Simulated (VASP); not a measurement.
# Ir (Fm-3m) in VASP: notebook

Runs on Ir. Level: r2SCAN. Tasks: single point.

All numbers are computed with VASP 6.6.1; they aren't measurements. Logs are shortened: lines on timing, memory, paths and dates and some standing lists are left out, and cuts for length are marked.

**1. The cell of the first run**

The structure is cubic, space group Fm-3m (No. 225). The conventional cell has a = 3.831 Å, b = 3.831 Å, c = 3.831 Å, α = 90.00°, β = 90.00°, γ = 90.00°. Ir (site symmetry m-3m) has 12 Ir at 2.71 Å within 3.6 Å.

**2. Single point, r2SCAN**

Input file POSCAR:

```
Ir
1.0
    0.0000000000      1.9156000000      1.9156000000
    1.9156000000      0.0000000000      1.9156000000
    1.9156000000      1.9156000000      0.0000000000
Ir
1
Direct
    0.0000000000      0.0000000000      0.0000000000
```

Input file INCAR.step1:

```
SYSTEM = Ir
ALGO = Normal
EDIFF = 1E-5
ENCUT = 550
GGA = PE
GGA_COMPAT = .FALSE.
ISMEAR = -1
LASPH = .TRUE.
LCHARG = .FALSE.
LREAL = .FALSE.
LWAVE = .TRUE.
NBANDS = 10
NELM = 120
PREC = Accurate
SIGMA = 0.15
```

Input file INCAR.step2:

```
SYSTEM = Ir
ALGO = Normal
EDIFF = 1E-6
ENCUT = 550
GGA_COMPAT = .FALSE.
ISIF = 2
ISMEAR = -1
ISTART = 1
LASPH = .TRUE.
LCHARG = .FALSE.
LMIXTAU = .TRUE.
LREAL = .FALSE.
LWAVE = .FALSE.
METAGGA = R2SCAN
NBANDS = 10
NELM = 120
PREC = Accurate
SIGMA = 0.15
```

Input file KPOINTS:

```
k-points
0
G
  6 6 6
  0 0 0
```

Potentials or basis: VASP PAW PBE potentials, release 64 (Ir).

Run with:

```sh
> cat potpaw_PBE.64/Ir/POTCAR > POTCAR
> cp INCAR.step1 INCAR
> mpirun -np 1 vasp_std > vasp.out
> cp INCAR.step2 INCAR
> mpirun -np 1 vasp_std > vasp.out
```

OUTCAR:

```text
SYSTEM = Ir
   EDIFF = 1E-6
   ENCUT = 550
   ISIF = 2
   ISMEAR = -1
   ISTART = 1
   LASPH = .TRUE.
   LREAL = .FALSE.
   METAGGA = R2SCAN
   NELM = 120
   PREC = Accurate

 ion  position               nearest neighbor table
   1  0.000  0.000  0.000-

  LATTYP: Found a face centered cubic cell.
 ALAT       =     3.8312000000

  Lattice vectors:

 A1 = (   0.0000000000,   1.9156000000,   1.9156000000)
 A2 = (   1.9156000000,   0.0000000000,   1.9156000000)
 A3 = (   1.9156000000,   1.9156000000,   0.0000000000)

Analysis of symmetry for initial positions (statically):
=====================================================================
 Subroutine PRICEL returns:
 Original cell was already a primitive cell.

 Routine SETGRP: Setting up the symmetry group for a
 face centered cubic supercell.

 Subroutine GETGRP returns: Found 48 space group operations
 (whereof 48 operations were pure point group operations)
 out of a pool of 48 trial point group operations.

The static configuration has the point symmetry O_h .

Analysis of symmetry for dynamics (positions and initial velocities):
=====================================================================
 Subroutine PRICEL returns:
 Original cell was already a primitive cell.

 Routine SETGRP: Setting up the symmetry group for a
 face centered cubic supercell.

 Subroutine GETGRP returns: Found 48 space group operations
 (whereof 48 operations were pure point group operations)
 out of a pool of 48 trial point group operations.

The dynamic configuration has the point symmetry O_h .

 Subroutine INISYM returns: Found 48 space group operations
 (whereof 48 operations are pure point group operations),
 and found     1 'primitive' translations

----------------------------------------------------------------------------------------

                                     Primitive cell

  volume of cell :      14.0587

  direct lattice vectors                    reciprocal lattice vectors
     0.000000000  1.915600000  1.915600000    -0.261014826  0.261014826  0.261014826
     1.915600000  0.000000000  1.915600000     0.261014826 -0.261014826  0.261014826
     1.915600000  1.915600000  0.000000000     0.261014826  0.261014826 -0.261014826

  length of vectors
     2.709067500  2.709067500  2.709067500     0.452090940  0.452090940  0.452090940

  position of ions in fractional coordinates (direct lattice)
     0.000000000  0.000000000  0.000000000

  ion indices of the primitive-cell ions
   primitive index   ion index
                 1           1

----------------------------------------------------------------------------------------

 KPOINTS: k-points

Automatic generation of k-mesh.
 Grid dimensions read from file:
 generate k-points for:    6    6    6

 Generating k-lattice:

  Cartesian coordinates                     Fractional coordinates (reciprocal lattice)
    -0.043502471  0.043502471  0.043502471     0.166666667  0.000000000  0.000000000
     0.043502471 -0.043502471  0.043502471     0.000000000  0.166666667  0.000000000
     0.043502471  0.043502471 -0.043502471     0.000000000  0.000000000  0.166666667

  Length of vectors
     0.075348490  0.075348490  0.075348490

  Shift w.r.t. Gamma in fractional coordinates (k-lattice)
     0.000000000  0.000000000  0.000000000

 Subroutine IBZKPT returns following result:
 ===========================================

 Found     16 irreducible k-points:

 Following reciprocal coordinates:
            Coordinates               Weight
  0.000000  0.000000  0.000000      1.000000
  0.166667  0.000000  0.000000      8.000000
  0.333333  0.000000  0.000000      8.000000
  0.500000  0.000000  0.000000      4.000000
  0.166667  0.166667  0.000000      6.000000
  0.333333  0.166667  0.000000     24.000000
[... 8 lines left out ...]
 -0.333333  0.333333  0.166667     24.000000
 -0.333333  0.500000  0.166667     12.000000
   k-points           NKPTS =     16   k-points in BZ     NKDIM =     16   number of bands    NBANDS=     10
   number of dos      NEDOS =    301   number of ions     NIONS =      1
   total plane-waves  NPLWV =  13824
   dimension x,y,z NGX =    24 NGY =   24 NGZ =   24
   dimension x,y,z NGXF=    48 NGYF=   48 NGZF=   48
   ions per type =               1
   NGX,Y,Z   is equivalent  to a cutoff of  14.73, 14.73, 14.73 a.u.
   NGXF,Y,Z  is equivalent  to a cutoff of  29.46, 29.46, 29.46 a.u.
 SYSTEM =  Ir
   PREC   = accura    normal or accurate (medium, high low for compatibility)
   ISTART =      1    job   : 0-new  1-cont  2-samecut
   ICHARG =      0    charge: 1-file 2-atom 10-const
   ISPIN  =      1    spin polarized calculation?
   LNONCOLLINEAR =      F non collinear calculations
   LSORBIT =      F    spin-orbit coupling
   LASPH  =      T    aspherical Exc in radial PAW
   ENCUT  =  550.0 eV  40.42 Ry    6.36 a.u.   5.18  5.18  5.18*2*pi/ulx,y,z
   NELM   =    120;   NELMIN=  2; NELMDL=  0     # of ELM steps
   EDIFF  = 0.1E-05   stopping-criterion for ELM
   LREAL  =      F    real-space projection
   EDIFFG = 0.1E-04   stopping-criterion for IOM
   NSW    =      0    number of steps for IOM
   IBRION =     -1    ionic relax: 0-MD 1-quasi-New 2-CG
   NFREE  =      0    steps in history (QN), initial steepest desc. (CG)
   ISIF   =      2    stress and relaxation
   ISYM   =      2    0-nonsym 1-usesym 2-fastsym
   POTIM  = 0.5000    time-step for ionic-motion
   TEBEG  =    0.0;   TEEND  =   0.0 temperature during run
   PSTRESS=    0.0 pullay stress
   NELECT =       9.0000    total number of electrons
   NUPDOWN=      -1.0000    fix difference up-down
   EMIN   =  10.00;   EMAX   =-10.00  energy-range for DOS
   EFERMI =   0.00;   METHOD = LEGACY
   ISMEAR =    -1;   SIGMA  =   0.15  broadening in eV -4-tet -1-fermi 0-gaus
   EFERMI_NEDOS =   21; number of points for ismear=-14 and -15
   IALGO  =     38    algorithm
   IMIX   =      4    mixing-type and parameters
     AMIX     =   0.40;   BMIX     =  1.00
     AMIX_MAG =   1.60;   BMIX_MAG =  1.00
  volume/ion in A,a.u.               =      14.06        94.87
  Fermi-wavevector in a.u.,A,eV,Ry     =   1.410937  2.666284 27.085691  1.990742
  Thomas-Fermi vector in A             =   2.532839
   LORBIT       =      0    0 simple, 1 ext, 2 COOP (PROOUT), +10 PAW based schemes
   METAGGA = R2SCAN    functional components
   LHFCALC =     F    Hartree Fock is set to
   AEXX    =    0.0000 exact exchange contribution
   IVDW    =     0    specifies the selected vdW correction
   LEPSILON=     F    determine dielectric tensor
   LRPA    =     F    only Hartree local field effects (RPA)
 non-spin polarized calculation
  energy-cutoff  :      550.00
  volume of cell :       14.06
 maximum number of plane-waves:       419
 NGX is ok and might be reduce to    24
   NGX = 11   NGY = 11   NGZ = 11

 number of electron       9.0000000 magnetization

 Free energy of the ion-electron system (eV)
  ---------------------------------------------------
  ext. energy  EPLUGINS =         0.00000000
  ---------------------------------------------------
  free energy    TOTEN  =       -52.33356390 eV

  energy without entropy =      -52.24391056  energy(sigma->0) =      -52.28873723

 E-fermi :   9.9801     XC(G=0): -15.3834

 val. band max:        9.7827662353   @ k =   0.5000   0.3333   0.1667
 cond. band min:      10.0366362718   @ k =   0.3333   0.0000   0.0000
 fundamental gap:      0.2538700366
 Fermi energy:         9.9801235040

 k-point     1 :       0.0000    0.0000    0.0000
  band No.  band energies     occupation
      1      -1.3181      2.00000
      2       6.2342      2.00000
      3       6.2342      2.00000
      4       6.2342      2.00000
      5       8.9820      1.99743
      6       8.9820      1.99743
      7      25.3848      0.00000
      8      31.2758      0.00000
      9      31.2758      0.00000
     10      31.2758      0.00000

 k-point     2 :       0.1667    0.0000    0.0000
  band No.  band energies     occupation
      1      -0.1131      2.00000
      2       5.7271      2.00000
      3       6.6435      2.00000
      4       6.6435      2.00000
      5       8.8242      1.99910
      6       8.8242      1.99910
      7      27.1058      0.00000
      8      27.5187      0.00000
      9      33.2542      0.00000
     10      33.2542      0.00000

 k-point     3 :       0.3333    0.0000    0.0000
  band No.  band energies     occupation
      1       1.6763      2.00000
      2       6.4298      2.00000
      3       6.4298      2.00000
      4       6.6607      2.00000
      5      10.0366      0.81382
      6      10.0366      0.81382
      7      22.2475      0.00000
      8      26.6486      0.00000
      9      34.0716      0.00000
     10      34.0716      0.00000

 k-point     4 :       0.5000    0.0000    0.0000
  band No.  band energies     occupation
      1       1.7959      2.00000
      2       6.0825      2.00000
      3       6.0825      2.00000
      4       9.5570      1.88761
      5      11.2177      0.00052
      6      11.2177      0.00052
      7      18.0083      0.00000
      8      25.0002      0.00000
      9      31.1706      0.00000
     10      31.1706      0.00000
[... 118 lines left out ...]
 k-point    14 :       0.5000    0.3333    0.1667
  band No.  band energies     occupation
      1       3.7253      2.00000
      2       4.2328      2.00000
      3       5.4302      2.00000
      4       8.9372      1.99809
      5       9.7828      1.57694
      6      13.4009      0.00000
      7      22.5274      0.00000
      8      24.8647      0.00000
      9      27.8590      0.00000
     10      34.4262      0.00000

 k-point    15 :      -0.3333    0.3333    0.1667
  band No.  band energies     occupation
      1       4.1854      2.00000
      2       4.2283      2.00000
      3       5.7824      2.00000
      4       8.2683      1.99998
      5      10.9769      0.00260
      6      17.3876      0.00000
      7      17.5039      0.00000
      8      24.4247      0.00000
      9      26.1433      0.00000
     10      32.9967      0.00000

 k-point    16 :      -0.3333    0.5000    0.1667
  band No.  band energies     occupation
      1       3.1457      2.00000
      2       3.7553      2.00000
      3       7.0735      2.00000
      4       9.2073      1.98849
      5      11.8588      0.00001
      6      17.4315      0.00000
      7      19.3372      0.00000
      8      21.5302      0.00000
      9      24.1520      0.00000
     10      36.0749      0.00000

------------------------ aborting loop because EDIFF is reached ----------------------------------------

  FORCE on cell =-STRESS in cart. coord.  units (eV):
  Direction    XX          YY          ZZ          XY          YZ          ZX
  --------------------------------------------------------------------------------------
  -------------------------------------------------------------------------------------
  Total        0.7302806      0.7302806      0.7302806     -0.0000000     -0.0000000      0.0000000
  in kB       83.2254004     83.2254004     83.2254004     -0.0000000     -0.0000000      0.0000000
  external PRESSURE =      83.2254004 kB  Pullay stress =       0.0000000 kB

 VOLUME and BASIS-vectors are now :
 -----------------------------------------------------------------------------
  energy-cutoff  :      550.00
  volume of cell :       14.06
      direct lattice vectors                 reciprocal lattice vectors
     0.000000000  1.915600000  1.915600000    -0.261014826  0.261014826  0.261014826
     1.915600000  0.000000000  1.915600000     0.261014826 -0.261014826  0.261014826
     1.915600000  1.915600000  0.000000000     0.261014826  0.261014826 -0.261014826

 POSITION                                       TOTAL-FORCE (eV/Angst)
 -----------------------------------------------------------------------------------
      0.00000      0.00000      0.00000        -0.000000     -0.000000     -0.000000
 -----------------------------------------------------------------------------------
    total drift:                               -0.000000      0.000000     -0.000000

  FREE ENERGIE OF THE ION-ELECTRON SYSTEM (eV)
  ---------------------------------------------------
  free  energy   TOTEN  =       -52.3335638968 eV

  energy  without entropy=      -52.2439105627  energy(sigma->0) =      -52.28873723
```

Wall time 39 s (1 thread of Intel Xeon 8259CL, shared host); peak memory 0.14 GiB.

What came out:

| Quantity | Value |
| --- | --- |
| Free energy | -52.3336 eV |
| Pressure | 8.3 GPa |

Caveat: the k points lie up to 0.47 Å⁻¹ apart; the PAW data sets were made with another functional, which shifts forces and pressure a little; spin-orbit coupling is left out, which moves the levels of the heavy elements.

**3. Single point, r2SCAN**

POSCAR is that of step 2.

Input file INCAR.step1:

```
  PREC = Accurate
  ENCUT = 550
  ISMEAR = -1
  SIGMA = 0.15
  LREAL = False
  LASPH = True
  NELM = 120
  NBANDS = 10
  GGA = PE
  ALGO = Normal
  EDIFF = 1E-5
  LWAVE = True
  LCHARG = False
  GGA_COMPAT = False
```

Input file INCAR.step2:

```
  PREC = Accurate
  ENCUT = 550
  EDIFF = 1E-6
  ISMEAR = -1
  SIGMA = 0.15
  LREAL = False
  LASPH = True
  NELM = 120
  ALGO = Normal
  ISIF = 2
  LWAVE = False
  LCHARG = False
  METAGGA = R2SCAN
  LMIXTAU = True
  NBANDS = 10
  ISTART = 1
  GGA_COMPAT = False
```

Input file KPOINTS:

```
Automatic mesh
0
Gamma
  7 7 7
```

Potentials or basis: VASP PAW PBE potentials, release 64 (Ir).

Run with:

```sh
> cat potpaw_PBE.64/Ir/POTCAR > POTCAR
> cp INCAR.step1 INCAR
> mpirun -np 1 vasp_std > vasp.out
> cp INCAR.step2 INCAR
> mpirun -np 1 vasp_std > vasp.out
```

Wall time 42 s (1 thread of Intel Xeon 8259CL, shared host); peak memory 0.15 GiB.

The run converged. Its results:

```yaml
Free_energy: -52.4651 eV
Pressure: 5.7 GPa
```

Levels at points of the mesh, in eV from the Fermi level:
| k point | band 1 | band 2 | band 3 | band 4 | band 5 | band 6 | band 7 | band 8 | band 9 |
| --- | --- | --- | --- | --- | --- | --- | --- | --- | --- |
| (0.00, 0.00, 0.00) | -11.65 | -4.08 | -4.08 | -4.08 | -1.34 | -1.34 | 15.03 | 20.94 | 20.94 |

Caveat: the k points lie up to 0.41 Å⁻¹ apart; the PAW data sets were made with another functional, which shifts forces and pressure a little; spin-orbit coupling is left out, which moves the levels of the heavy elements.

(Part 1 of 2 ends here.)
